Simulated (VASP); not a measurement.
# Ga (I4/mmm) in VASP: notebook

The runs below take Ga through single point, with PBE0.

All numbers are computed with VASP 6.6.1; they aren't measurements. Logs are shortened: lines on timing, memory, paths and dates and some standing lists are left out, and cuts for length are marked.

### 1 The cell of the first run

It takes space group I4/mmm (No. 139, tetragonal). The conventional cell has a = 2.731 Å, b = 2.731 Å, c = 4.560 Å, α = 90.00°, β = 90.00°, γ = 90.00°. Ga (site symmetry 4/mmm) has 12 Ga at 2.73 to 2.99 Å within 3.6 Å.

### 2 Single point, PBE0

POSCAR

```
Ga
1.0
   -1.3656883352      1.3656883352      2.2799872528
    1.3656883352     -1.3656883352      2.2799872528
    1.3656883352      1.3656883352     -2.2799872528
Ga
1
Direct
    0.0000000000      0.0000000000      0.0000000000
```

INCAR.step1

```
SYSTEM = Ga
  ALGO = Normal
  EDIFF = 1E-5
  ENCUT = 520
  GGA = PE
  ISIF = 2
  ISMEAR = -1
  LASPH = .True.
  LCHARG = .False.
  LREAL = .False.
  LWAVE = .True.
  NBANDS = 12
  NELM = 80
  PREC = Accurate
  SIGMA = 0.05
```

INCAR.step2

```
SYSTEM = Ga
  AEXX = 0.25
  ALGO = Normal
  EDIFF = 1E-7
  ENCUT = 520
  GGA = PE
  ISIF = 2
  ISMEAR = -1
  ISTART = 1
  LASPH = .True.
  LCHARG = .False.
  LHFCALC = .True.
  LREAL = .False.
  LWAVE = .False.
  NBANDS = 12
  NELM = 80
  PREC = Accurate
  PRECFOCK = Normal
  SIGMA = 0.05
```

KPOINTS

```
k-points
0
Gamma
  6 6 6
  0 0 0
```

Potentials or basis: VASP PAW PBE potentials, release 64 (Ga_d).

The run is started by

```sh
cat potpaw_PBE.64/Ga_d/POTCAR > POTCAR
cp INCAR.step1 INCAR
mpirun -np 1 vasp_std > vasp.out
cp INCAR.step2 INCAR
mpirun -np 1 vasp_std > vasp.out
```

OUTCAR:

```text
SYSTEM = Ga
   AEXX = 0.25
   EDIFF = 1E-7
   ENCUT = 520
   GGA = PE
   ISIF = 2
   ISMEAR = -1
   ISTART = 1
   LASPH = .True.
   LHFCALC = .True.
   LREAL = .False.
   NELM = 80
   PREC = Accurate
   PRECFOCK = Normal

 ion  position               nearest neighbor table
   1  0.000  0.000  0.000-

  LATTYP: Found a body centered tetragonal cell.
 ALAT       =     2.7313766704
 C/A-ratio  =     1.6694784557

  Lattice vectors:

 A1 = (  -1.3656883352,   1.3656883352,   2.2799872528)
 A2 = (   1.3656883352,  -1.3656883352,   2.2799872528)
 A3 = (   1.3656883352,   1.3656883352,  -2.2799872528)

Analysis of symmetry for initial positions (statically):
=====================================================================
 Subroutine PRICEL returns:
 Original cell was already a primitive cell.

 Routine SETGRP: Setting up the symmetry group for a
 body centered tetragonal supercell.

 Subroutine GETGRP returns: Found 16 space group operations
 (whereof 16 operations were pure point group operations)
 out of a pool of 16 trial point group operations.

The static configuration has the point symmetry D_4h.

Analysis of symmetry for dynamics (positions and initial velocities):
=====================================================================
 Subroutine PRICEL returns:
 Original cell was already a primitive cell.

 Routine SETGRP: Setting up the symmetry group for a
 body centered tetragonal supercell.

 Subroutine GETGRP returns: Found 16 space group operations
 (whereof 16 operations were pure point group operations)
 out of a pool of 16 trial point group operations.

The dynamic configuration has the point symmetry D_4h.

 Subroutine INISYM returns: Found 16 space group operations
 (whereof 16 operations are pure point group operations),
 and found     1 'primitive' translations

----------------------------------------------------------------------------------------

                                     Primitive cell

  volume of cell :      17.0097

  direct lattice vectors                    reciprocal lattice vectors
    -1.365688335  1.365688335  2.279987253     0.000000000  0.366115743  0.219299472
     1.365688335 -1.365688335  2.279987253     0.366115743  0.000000000  0.219299472
     1.365688335  1.365688335 -2.279987253     0.366115743  0.366115743  0.000000000

  length of vectors
     2.988068127  2.988068127  2.988068127     0.426770425  0.426770425  0.517765850

  position of ions in fractional coordinates (direct lattice)
     0.000000000  0.000000000  0.000000000

  ion indices of the primitive-cell ions
   primitive index   ion index
                 1           1

----------------------------------------------------------------------------------------

 KPOINTS: k-points

Automatic generation of k-mesh.
 Grid dimensions read from file:
 generate k-points for:    6    6    6

 Generating k-lattice:

  Cartesian coordinates                     Fractional coordinates (reciprocal lattice)
     0.000000000  0.061019291  0.036549912     0.166666667  0.000000000  0.000000000
     0.061019291  0.000000000  0.036549912     0.000000000  0.166666667  0.000000000
     0.061019291  0.061019291  0.000000000     0.000000000  0.000000000  0.166666667

  Length of vectors
     0.071128404  0.071128404  0.086294308

  Shift w.r.t. Gamma in fractional coordinates (k-lattice)
     0.000000000  0.000000000  0.000000000

 Subroutine IBZKPT returns following result:
 ===========================================

 Found     30 irreducible k-points:

 Following reciprocal coordinates:
            Coordinates               Weight
  0.000000  0.000000  0.000000      1.000000
  0.166667 -0.000000  0.000000      8.000000
  0.333333 -0.000000  0.000000      8.000000
  0.500000 -0.000000  0.000000      4.000000
  0.166667  0.166667  0.000000      8.000000
  0.333333  0.166667  0.000000     16.000000
[... 16 lines left out ...]
 -0.333333 -0.333333  0.166667      8.000000
 -0.166667 -0.333333  0.166667      8.000000
 [... further k-points ...]
   k-points           NKPTS =     30   k-points in BZ     NKDIM =    216   number of bands    NBANDS=     12
   number of dos      NEDOS =    301   number of ions     NIONS =      1
   total plane-waves  NPLWV =  13824
   dimension x,y,z NGX =    24 NGY =   24 NGZ =   24
   dimension x,y,z NGXF=    48 NGYF=   48 NGZF=   48
   ions per type =               1
   NGX,Y,Z   is equivalent  to a cutoff of  13.35, 13.35, 13.35 a.u.
   NGXF,Y,Z  is equivalent  to a cutoff of  26.71, 26.71, 26.71 a.u.
 SYSTEM =  Ga
   PREC   = accura    normal or accurate (medium, high low for compatibility)
   ISTART =      1    job   : 0-new  1-cont  2-samecut
   ICHARG =      0    charge: 1-file 2-atom 10-const
   ISPIN  =      1    spin polarized calculation?
   LNONCOLLINEAR =      F non collinear calculations
   LSORBIT =      F    spin-orbit coupling
   LASPH  =      T    aspherical Exc in radial PAW
   ENCUT  =  520.0 eV  38.22 Ry    6.18 a.u.   5.56  5.56  5.56*2*pi/ulx,y,z
   NELM   =     80;   NELMIN=  2; NELMDL=  0     # of ELM steps
   EDIFF  = 0.1E-06   stopping-criterion for ELM
   LREAL  =      F    real-space projection
   EDIFFG = 0.1E-05   stopping-criterion for IOM
   NSW    =      0    number of steps for IOM
   IBRION =     -1    ionic relax: 0-MD 1-quasi-New 2-CG
   NFREE  =      0    steps in history (QN), initial steepest desc. (CG)
   ISIF   =      2    stress and relaxation
   ISYM   =      3    0-nonsym 1-usesym 2-fastsym
   POTIM  = 0.5000    time-step for ionic-motion
   TEBEG  =    0.0;   TEEND  =   0.0 temperature during run
   PSTRESS=    0.0 pullay stress
   NELECT =      13.0000    total number of electrons
   NUPDOWN=      -1.0000    fix difference up-down
   EMIN   =  10.00;   EMAX   =-10.00  energy-range for DOS
   EFERMI =   0.00;   METHOD = LEGACY
   ISMEAR =    -1;   SIGMA  =   0.05  broadening in eV -4-tet -1-fermi 0-gaus
   EFERMI_NEDOS =   21; number of points for ismear=-14 and -15
   IALGO  =     38    algorithm
   IMIX   =      1    mixing-type and parameters
     AMIX     =   0.40;   BMIX     =  1.00
     AMIX_MAG =   1.60;   BMIX_MAG =  1.00
  volume/ion in A,a.u.               =      17.01       114.79
  Fermi-wavevector in a.u.,A,eV,Ry     =   1.496778  2.828500 30.481739  2.240345
  Thomas-Fermi vector in A             =   2.608751
   LORBIT       =      0    0 simple, 1 ext, 2 COOP (PROOUT), +10 PAW based schemes
   GGA     = PE    functional components
   LHFCALC =     T    Hartree Fock is set to
   PRECFOCK=normal    Normal, Fast or Accurate (Low or Medium for compatibility)
   ENCUT4O =  -1.0   cutoff for four orbital integrals eV
   NKREDX  =     1    reduce k-point grid by
   NKREDY  =     1    reduce k-point grid by
   NKREDZ  =     1    reduce k-point grid by
   AEXX    =    0.2500 exact exchange contribution
   HFSCREEN=    0.0000 screening length (either q_TF or 0.3 A-1)
   HFSCREENC=   0.0000 screening length for correlation (either q_TF or 0.3 A-1)
   ENCUTFOCK=  -1.0 apply spherical cutoff to Coloumb kernel
   IVDW    =     0    specifies the selected vdW correction
   LEPSILON=     F    determine dielectric tensor
   LRPA    =     F    only Hartree local field effects (RPA)
 non-spin polarized calculation
  energy-cutoff  :      520.00
  volume of cell :       17.01
 maximum number of plane-waves:       469
 NGX is ok and might be reduce to    24
  NGX = 18; NGY = 18; NGZ = 18

 number of electron      13.0000003 magnetization

 Free energy of the ion-electron system (eV)
  ---------------------------------------------------
  ext. energy  EPLUGINS =         0.00000000
  ---------------------------------------------------
  free energy    TOTEN  =        -3.58072282 eV

  energy without entropy =       -3.57932528  energy(sigma->0) =       -3.58002405

 E-fermi :   6.7027     XC(G=0):  -9.0587

 val. band max:        6.1618495000   @ k =   0.3333   0.1667   0.0000
 cond. band min:       6.7999459491   @ k =   0.3333   0.3333   0.0000
 fundamental gap:      0.6380964491
 Fermi energy:         6.7026691700

 k-point     1 :       0.0000    0.0000    0.0000
  band No.  band energies     occupation
      1     -11.9079      2.00000
      2     -11.7279      2.00000
      3     -11.6904      2.00000
      4     -11.6904      2.00000
      5     -11.5117      2.00000
      6      -7.2877      2.00000
      7      21.4503      0.00000
      8      21.6324      0.00000
      9      21.6324      0.00000
     10      24.6446      0.00000
     11      24.6796      0.00000
     12      25.5820      0.00000

 k-point     2 :       0.1667   -0.0000    0.0000
  band No.  band energies     occupation
      1     -11.8677      2.00000
      2     -11.7375      2.00000
      3     -11.6743      2.00000
      4     -11.6621      2.00000
      5     -11.5357      2.00000
      6      -6.4147      2.00000
      7      15.2833      0.00000
      8      19.2179      0.00000
      9      21.0647      0.00000
     10      22.4344      0.00000
     11      23.8333      0.00000
     12      27.5390      0.00000

 k-point     3 :       0.3333   -0.0000    0.0000
  band No.  band energies     occupation
      1     -11.8506      2.00000
      2     -11.8178      2.00000
      3     -11.6532      2.00000
      4     -11.5358      2.00000
      5     -11.5354      2.00000
      6      -3.7392      2.00000
      7       7.7473      0.00000
      8      16.8685      0.00000
      9      20.5507      0.00000
     10      20.8561      0.00000
     11      23.7767      0.00000
     12      27.0358      0.00000

 k-point     4 :       0.5000   -0.0000    0.0000
  band No.  band energies     occupation
      1     -11.8708      2.00000
      2     -11.8479      2.00000
      3     -11.6753      2.00000
      4     -11.5092      2.00000
      5     -11.4522      2.00000
      6       0.5720      2.00000
      7       1.0545      2.00000
      8      16.0161      0.00000
      9      19.9068      0.00000
     10      21.1259      0.00000
     11      24.2109      0.00000
     12      25.3102      0.00000

 k-point     5 :       0.1667    0.1667    0.0000
  band No.  band energies     occupation
      1     -11.8197      2.00000
      2     -11.7417      2.00000
      3     -11.6759      2.00000
      4     -11.6354      2.00000
      5     -11.5516      2.00000
      6      -5.0577      2.00000
      7      13.6952      0.00000
      8      14.1303      0.00000
      9      17.5695      0.00000
     10      24.1866      0.00000
     11      24.2714      0.00000
     12      26.1592      0.00000
[... 228 lines left out ...]
      1     -11.8128      2.00000
      2     -11.7643      2.00000
      3     -11.6554      2.00000
      4     -11.5880      2.00000
      5     -11.5131      2.00000
      6       1.9000      2.00000
      7       4.2730      2.00000
      8       8.3563      0.00000
      9      12.7695      0.00000
     10      24.5898      0.00000
     11      27.5261      0.00000
     12      29.9653      0.00000

 k-point    22 :      -0.1667    0.5000    0.1667
  band No.  band energies     occupation
      1     -11.8864      2.00000
      2     -11.7922      2.00000
      3     -11.6230      2.00000
      4     -11.5602      2.00000
      5     -11.4982      2.00000
      6      -0.8746      2.00000
      7       4.2909      2.00000
      8      11.0788      0.00000
      9      18.5134      0.00000
     10      21.2583      0.00000
     11      26.5181      0.00000
     12      29.3155      0.00000

 k-point    23 :      -0.3333   -0.3333    0.1667
  band No.  band energies     occupation
      1     -11.8655      2.00000
      2     -11.7972      2.00000
      3     -11.6242      2.00000
      4     -11.5490      2.00000
      5     -11.5344      2.00000
      6      -2.2001      2.00000
      7       9.5344      0.00000
      8      10.9968      0.00000
      9      12.1211      0.00000
     10      25.5223      0.00000
     11      25.6278      0.00000
     12      29.3145      0.00000

 k-point    24 :      -0.1667   -0.3333    0.1667
  band No.  band energies     occupation
      1     -11.9203      2.00000
      2     -11.7831      2.00000
      3     -11.6155      2.00000
      4     -11.5975      2.00000
      5     -11.4986      2.00000
      6      -4.5256      2.00000
      7      11.6404      0.00000
      8      13.1542      0.00000
      9      17.8200      0.00000
     10      20.7269      0.00000
     11      25.6938      0.00000
     12      28.4225      0.00000

 [... further k-points ...]

------------------------ aborting loop because EDIFF is reached ----------------------------------------

  FORCE on cell =-STRESS in cart. coord.  units (eV):
  Direction    XX          YY          ZZ          XY          YZ          ZX
  --------------------------------------------------------------------------------------
  -------------------------------------------------------------------------------------
  Total        1.1783179      1.1783179     -0.4064755      0.0000000     -0.0000000      0.0000000
  in kB      110.9883659    110.9883659    -38.2868267      0.0000000     -0.0000000      0.0000000
  external PRESSURE =      61.2299683 kB  Pullay stress =       0.0000000 kB

 VOLUME and BASIS-vectors are now :
 -----------------------------------------------------------------------------
  energy-cutoff  :      520.00
  volume of cell :       17.01
      direct lattice vectors                 reciprocal lattice vectors
    -1.365688335  1.365688335  2.279987253     0.000000000  0.366115743  0.219299472
     1.365688335 -1.365688335  2.279987253     0.366115743  0.000000000  0.219299472
     1.365688335  1.365688335 -2.279987253     0.366115743  0.366115743  0.000000000

 POSITION                                       TOTAL-FORCE (eV/Angst)
 -----------------------------------------------------------------------------------
      0.00000      0.00000      0.00000         0.000000      0.000000      0.000000
 -----------------------------------------------------------------------------------
    total drift:                                0.000000      0.000000     -0.000000

  FREE ENERGIE OF THE ION-ELECTRON SYSTEM (eV)
  ---------------------------------------------------
  free  energy   TOTEN  =        -3.5807228197 eV

  energy  without entropy=       -3.5793252777  energy(sigma->0) =       -3.58002405
```

Wall time 52 min (1 thread of Intel Xeon 8259CL, shared host); peak memory 0.16 GiB.

Results:

```
Free energy            : -3.5807 eV
Pressure               : 6.1 GPa
Band gap on the k mesh : zero (an odd number of electrons rules out a gap without spin polarisation)
```

Stress tensor (GPa, compression positive):
```
11.10  0.00  0.00
 0.00 11.10  0.00
 0.00  0.00 -3.83
```

Caveat: the k points lie up to 0.45 Å⁻¹ apart, too coarse for converged energies and pressures of a metal; the PAW data sets were made with another functional, which shifts forces and pressure a little.

(Continued in part 2 of 2.)

The gap in the log of VASP goes by the Fermi energy; the results here count the filled bands.